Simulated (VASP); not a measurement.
Crystal: C.

```xyz
2
Lattice="0.0000 1.7804 1.7804 1.7804 0.0000 1.7804 1.7804 1.7804 0.0000" Properties=species:S:1:pos:R:3 pbc="T T T"
C     0.0000    0.0000    0.0000
C     0.8902    0.8902    0.8902
```

Base run:

```yaml
Program: VASP 6.6.1
Functional: PBEsol
Potentials_or_basis: VASP PAW PBE potentials, release 64 (C_h)
Cutoff: 1000 eV
k_mesh: 14 × 14 × 14
Occupations: fermi-dirac, width 0.03 eV
Spin: no spin polarisation
```

Its results: band gap on the k mesh 4.02 eV (least direct gap 5.56 eV); pressure -2.3 GPa.

Q: The run is repeated on the same cell with these changes: functional from PBEsol to LDA; potentials or basis from VASP PAW PBE potentials, release 64 (C_h) to VASP PAW LDA potentials, release 64 (C_h). What comes out?

A: Band gap on the k mesh 4.11 eV (least direct gap 5.56 eV); pressure -10.0 GPa.

Caveats: the PAW data sets were made with another functional, which shifts forces and pressure a little (at least some runs); the cell stands under tension (at least some runs).

A k mesh can miss the band edges.
